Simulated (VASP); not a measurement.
Sn:

```
Sn
1.0
    -2.02919    2.02919    1.66076
     2.02919   -2.02919    1.66076
     2.02919    2.02919   -1.66076
Sn
1
Cartesian
  0.0000 0.0000 0.0000
```

| Item | Value |
| --- | --- |
| Program | VASP 6.6.1 |
| Task | relaxation of cell and atoms |
| Functional | PBE |
| Dispersion | D4 |
| Potentials or basis | VASP PAW PBE potentials, release 64 (Sn_d) |
| Cutoff | 600 eV |
| k mesh | 10 × 10 × 10 |
| Occupations | fermi-dirac, width 0.05 eV |
| Spin | no spin polarisation |

At the start: pressure -1.4 GPa; volume 27.35 Å³/atom.

Question: Where does the relaxation end?

Answer: Over 6 steps the energy falls by 5.3 meV/atom and the volume is 26.50 Å³/atom (-3.1 %); space group I4/mmm (No. 139, to 0.05 Å).

Step by step:
```csv
step,energy change (eV),largest force (eV/Å),pressure (GPa),volume (Å³)
1,0.0000,0.0000,-1.41,27.35
2,-0.0050,0.0000,0.18,26.41
3,-0.0050,0.0000,0.16,26.43
4,-0.0050,0.0000,0.12,26.45
5,-0.0052,0.0000,0.01,26.49
6,-0.0053,0.0000,0.00,26.50
```

Final structure:
```cif
data_structure
_symmetry_space_group_name_H-M 'P 1'
_symmetry_Int_Tables_number 1
_cell_length_a 3.2764
_cell_length_b 3.2764
_cell_length_c 3.2764
_cell_angle_alpha 104.921
_cell_angle_beta 104.921
_cell_angle_gamma 119.013
_cell_volume 26.50
loop_
_atom_site_label
_atom_site_type_symbol
_atom_site_fract_x
_atom_site_fract_y
_atom_site_fract_z
_atom_site_occupancy
Sn1 Sn 0.00000 0.00000 0.00000 1
```

Caveat: pairwise dispersion overbinds metals, which lowers pressure and volume.
